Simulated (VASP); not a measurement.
The system is Ca.

```
CELL_PARAMETERS angstrom
2.61500 0.00000 0.00000
0.00000 2.61500 0.00000
0.00000 0.00000 2.61500
ATOMIC_POSITIONS crystal
Ca 0.00000 0.00000 0.00000
```

```yaml
Program: VASP 6.6.1
Task: relaxation of cell and atoms
Functional: PBE
Dispersion: D3(BJ)
Potentials_or_basis: VASP PAW PBE potentials, release 64 (Ca_sv)
Cutoff: 600 eV
k_mesh: 11 × 11 × 11
Occupations: methfessel-paxton, width 0.05 eV
Spin: no spin polarisation
```

At the start: pressure 38.9 GPa; volume 17.88 Å³/atom.

Q: Where does the relaxation end?

A: Over 5 steps the energy falls by 1431.6 meV/atom and the volume is 40.17 Å³/atom (+124.6 %); space group Pm-3m (No. 221, to 0.05 Å).

The path:
```tsv
step	energy change (eV)	largest force (eV/Å)	pressure (GPa)	volume (Å³)
1	0.0000	0.0000	38.87	17.88
2	-1.3372	0.0000	4.23	31.62
3	-1.4100	0.0000	1.60	35.69
4	-1.4139	0.0000	-1.23	44.86
5	-1.4316	0.0000	0.07	40.17
```

Final structure:
```
CELL_PARAMETERS angstrom
3.42475 0.00000 0.00000
0.00000 3.42475 0.00000
0.00000 0.00000 3.42475
ATOMIC_POSITIONS crystal
Ca 0.00000 0.00000 0.00000
```

Caveat: the volume moved by over 15 % at a fixed basis, so the end points are rough; the volume moved by +125 % from the deposited cell, more than functionals usually miss; pairwise dispersion overbinds metals, which lowers pressure and volume.
